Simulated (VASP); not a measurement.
# Bi (Pm-3m) in VASP: notebook

Runs on Bi. Level: PBE. Tasks: single point.

Program: VASP 6.6.1. These are calculated values, not measurements. Logs are shortened: lines on timing, memory, paths and dates and some standing lists are left out, and cuts for length are marked.

### 1 The cell of the first run

Symmetry: Pm-3m, No. 221, cubic system. The conventional cell has a = 3.141 Å, b = 3.141 Å, c = 3.141 Å, α = 90.00°, β = 90.00°, γ = 90.00°. Bi (site symmetry m-3m) has 6 Bi at 3.14 Å within 4.1 Å.

This isn't the form of Bi at room conditions, which is rhombohedral.

### 2 Single point, PBE (30.98 Å³/atom)

INCAR

```
SYSTEM = Bi
  PREC = Accurate
  ENCUT = 520
  EDIFF = 1E-7
  ISMEAR = -1
  SIGMA = 0.1
  LREAL = .FALSE.
  LASPH = .TRUE.
  NELM = 100
  ALGO = Normal
  ISIF = 2
  LWAVE = .FALSE.
  LCHARG = .TRUE.
  GGA = PE
  LELF = .TRUE.
  LVHAR = .TRUE.
  NBANDS = 14
```

KPOINTS

```
regular mesh
0
G
  16 16 16
  0 0 0
```

POSCAR

```
Bi
1.0
    3.1406835464      0.0000000000      0.0000000000
    0.0000000000      3.1406835464      0.0000000000
    0.0000000000      0.0000000000      3.1406835464
Bi
1
Direct
    0.0000000000      0.0000000000      0.0000000000
```

Potentials or basis: VASP PAW PBE potentials, release 64 (Bi_d).

The run is started by

```console
$ cat potpaw_PBE.64/Bi_d/POTCAR > POTCAR
$ mpirun -np 1 vasp_std > vasp.out
```

OUTCAR:

```text
SYSTEM = Bi
   PREC = Accurate
   ENCUT = 520
   EDIFF = 1E-7
   ISMEAR = -1
   LREAL = .FALSE.
   LASPH = .TRUE.
   NELM = 100
   ISIF = 2
   GGA = PE

 ion  position               nearest neighbor table
   1  0.000  0.000  0.000-

  LATTYP: Found a simple cubic cell.
 ALAT       =     3.1406835464

  Lattice vectors:

 A1 = (   3.1406835464,   0.0000000000,   0.0000000000)
 A2 = (   0.0000000000,   3.1406835464,   0.0000000000)
 A3 = (   0.0000000000,   0.0000000000,   3.1406835464)

Analysis of symmetry for initial positions (statically):
=====================================================================
 Subroutine PRICEL returns:
 Original cell was already a primitive cell.

 Routine SETGRP: Setting up the symmetry group for a
 simple cubic supercell.

 Subroutine GETGRP returns: Found 48 space group operations
 (whereof 48 operations were pure point group operations)
 out of a pool of 48 trial point group operations.

The static configuration has the point symmetry O_h .

Analysis of symmetry for dynamics (positions and initial velocities):
=====================================================================
 Subroutine PRICEL returns:
 Original cell was already a primitive cell.

 Routine SETGRP: Setting up the symmetry group for a
 simple cubic supercell.

 Subroutine GETGRP returns: Found 48 space group operations
 (whereof 48 operations were pure point group operations)
 out of a pool of 48 trial point group operations.

The dynamic configuration has the point symmetry O_h .

 Subroutine INISYM returns: Found 48 space group operations
 (whereof 48 operations are pure point group operations),
 and found     1 'primitive' translations

----------------------------------------------------------------------------------------

                                     Primitive cell

  volume of cell :      30.9794

  direct lattice vectors                    reciprocal lattice vectors
     3.140683546  0.000000000  0.000000000     0.318402025  0.000000000  0.000000000
     0.000000000  3.140683546  0.000000000     0.000000000  0.318402025  0.000000000
     0.000000000  0.000000000  3.140683546     0.000000000  0.000000000  0.318402025

  length of vectors
     3.140683546  3.140683546  3.140683546     0.318402025  0.318402025  0.318402025

  position of ions in fractional coordinates (direct lattice)
     0.000000000  0.000000000  0.000000000

  ion indices of the primitive-cell ions
   primitive index   ion index
                 1           1

[... 80 lines left out ...]
   TEBEG  =    0.0;   TEEND  =   0.0 temperature during run
   PSTRESS=    0.0 pullay stress
   NELECT =      15.0000    total number of electrons
   NUPDOWN=      -1.0000    fix difference up-down
   EMIN   =  10.00;   EMAX   =-10.00  energy-range for DOS
   EFERMI =   0.00;   METHOD = LEGACY
   ISMEAR =    -1;   SIGMA  =   0.10  broadening in eV -4-tet -1-fermi 0-gaus
   EFERMI_NEDOS =   21; number of points for ismear=-14 and -15
   IALGO  =     38    algorithm
   IMIX   =      4    mixing-type and parameters
     AMIX     =   0.40;   BMIX     =  1.00
     AMIX_MAG =   1.60;   BMIX_MAG =  1.00
  volume/ion in A,a.u.               =      30.98       209.06
  Fermi-wavevector in a.u.,A,eV,Ry     =   1.285527  2.429293 22.484698  1.652579
  Thomas-Fermi vector in A             =   2.417656
   LORBIT       =      0    0 simple, 1 ext, 2 COOP (PROOUT), +10 PAW based schemes
   GGA     = PE    functional components
   LHFCALC =     F    Hartree Fock is set to
   AEXX    =    0.0000 exact exchange contribution
   IVDW    =     0    specifies the selected vdW correction
   LEPSILON=     F    determine dielectric tensor
   LRPA    =     F    only Hartree local field effects (RPA)
 non-spin polarized calculation
  energy-cutoff  :      520.00
  volume of cell :       30.98
 maximum number of plane-waves:       861
 NGX is ok and might be reduce to    24
   NGX = 11   NGY = 11   NGZ = 11

 number of electron      14.9999994 magnetization

 Free energy of the ion-electron system (eV)
  ---------------------------------------------------
  ext. energy  EPLUGINS =         0.00000000
  ---------------------------------------------------
  free energy    TOTEN  =        -3.75776716 eV

  energy without entropy =       -3.74039651  energy(sigma->0) =       -3.74908184

 E-fermi :   7.8762     XC(G=0): -10.1712

 val. band max:        7.8380947808   @ k =   0.1875   0.1250   0.1250
 cond. band min:       7.8785630636   @ k =   0.1875   0.1875   0.0625
 fundamental gap:      0.0404682828
 Fermi energy:         7.8761501433

 k-point     1 :       0.0000    0.0000    0.0000
  band No.  band energies     occupation
      1     -15.2863      2.00000
      2     -15.2863      2.00000
      3     -14.8360      2.00000
      4     -14.8360      2.00000
      5     -14.8360      2.00000
      6      -5.9825      2.00000
      7      11.2693      0.00000
      8      11.2693      0.00000
      9      11.2693      0.00000
     10      14.7552      0.00000
     11      16.0055      0.00000
     12      16.0055      0.00000
     13      25.1624      0.00000
     14      25.1624      0.00000
[... 377 lines left out ...]
      1     -15.2278      2.00000
      2     -14.9763      2.00000
      3     -14.9513      2.00000
      4     -14.9010      2.00000
      5     -14.8432      2.00000
      6      -3.4994      2.00000
      7       2.4649      2.00000
      8      11.3002      0.00000
      9      13.7566      0.00000
     10      15.8340      0.00000
     11      18.2428      0.00000
     12      18.8856      0.00000
     13      20.6606      0.00000
     14      21.2895      0.00000

 [... further k-points ...]

------------------------ aborting loop because EDIFF is reached ----------------------------------------

  FORCE on cell =-STRESS in cart. coord.  units (eV):
  Direction    XX          YY          ZZ          XY          YZ          ZX
  --------------------------------------------------------------------------------------
  -------------------------------------------------------------------------------------
  Total        1.5098464      1.5098464      1.5098464     -0.0000000     -0.0000000     -0.0000000
  in kB       78.0855734     78.0855734     78.0855734     -0.0000000     -0.0000000     -0.0000000
  external PRESSURE =      78.0855734 kB  Pullay stress =       0.0000000 kB

 VOLUME and BASIS-vectors are now :
 -----------------------------------------------------------------------------
  energy-cutoff  :      520.00
  volume of cell :       30.98
      direct lattice vectors                 reciprocal lattice vectors
     3.140683546  0.000000000  0.000000000     0.318402025  0.000000000  0.000000000
     0.000000000  3.140683546  0.000000000     0.000000000  0.318402025  0.000000000
     0.000000000  0.000000000  3.140683546     0.000000000  0.000000000  0.318402025

 POSITION                                       TOTAL-FORCE (eV/Angst)
 -----------------------------------------------------------------------------------
      0.00000      0.00000      0.00000         0.000000      0.000000      0.000000
 -----------------------------------------------------------------------------------
    total drift:                                0.000000     -0.000000      0.000000

  FREE ENERGIE OF THE ION-ELECTRON SYSTEM (eV)
  ---------------------------------------------------
  free  energy   TOTEN  =        -3.7577671565 eV

  energy  without entropy=       -3.7403965146  energy(sigma->0) =       -3.74908184
```

It took 71 s on 1 thread of Intel Xeon 8259CL, shared host; peak memory 0.18 GiB.

Results:

```yaml
Free_energy: -3.7578 eV
Pressure: 7.8 GPa
Band_gap_on_the_k_mesh: zero (an odd number of electrons rules out a gap without spin polarisation)
```

Caveat: the cell stands under pressure; spin-orbit coupling is left out, which moves the levels of the heavy elements.

### 3 Single point, PBE (32.39 Å³/atom)

This run uses another cell than the first one, of 32.39 Å³/atom.

INCAR

```
  ALGO = Normal
  EDIFF = 1E-6
  ENCUT = 520
  GGA = PE
  ISIF = 2
  ISMEAR = -1
  LASPH = T
  LCHARG = T
  LELF = T
  LREAL = F
  LVHAR = T
  LWAVE = F
  NBANDS = 14
  NELM = 100
  PREC = Accurate
  SIGMA = 0.1
```

KPOINTS

```
k-points
0
Gamma
  16 16 16
```

POSCAR

```
Bi
1.0
    3.1875663322      0.0000000000      0.0000000000
    0.0000000000      3.1875663322      0.0000000000
    0.0000000000      0.0000000000      3.1875663322
Bi
1
Direct
    0.0000000000      0.0000000000      0.0000000000
```

Potentials or basis: VASP PAW PBE potentials, release 64 (Bi_d).

The run is started by

```console
$ cat potpaw_PBE.64/Bi_d/POTCAR > POTCAR
$ mpirun -np 1 vasp_std > vasp.out
```

It took 54 s on 1 thread of Intel Xeon 8259CL, shared host; peak memory 0.19 GiB.

The run converged. Its results:

```yaml
Free_energy: -3.8122 eV
Pressure: 4.5 GPa
Band_gap_on_the_k_mesh: zero (an odd number of electrons rules out a gap without spin polarisation)
```

Levels at points of the mesh, in eV from the Fermi level:
```csv
k point,band 5,band 6,band 7,band 8,band 9,band 10
"(0.00, 0.00, 0.00)",-22.67,-13.52,3.30,3.30,3.30,6.64
"(0.50, 0.00, 0.00)",-22.66,-11.42,-5.33,5.36,5.36,9.83
"(0.50, 0.50, 0.00)",-22.53,-9.34,-3.34,-3.34,2.60,7.55
"(0.50, 0.50, 0.50)",-22.52,-7.20,-1.46,-1.46,-1.46,5.38
```

Caveat: the cell stands under pressure; spin-orbit coupling is left out, which moves the levels of the heavy elements.
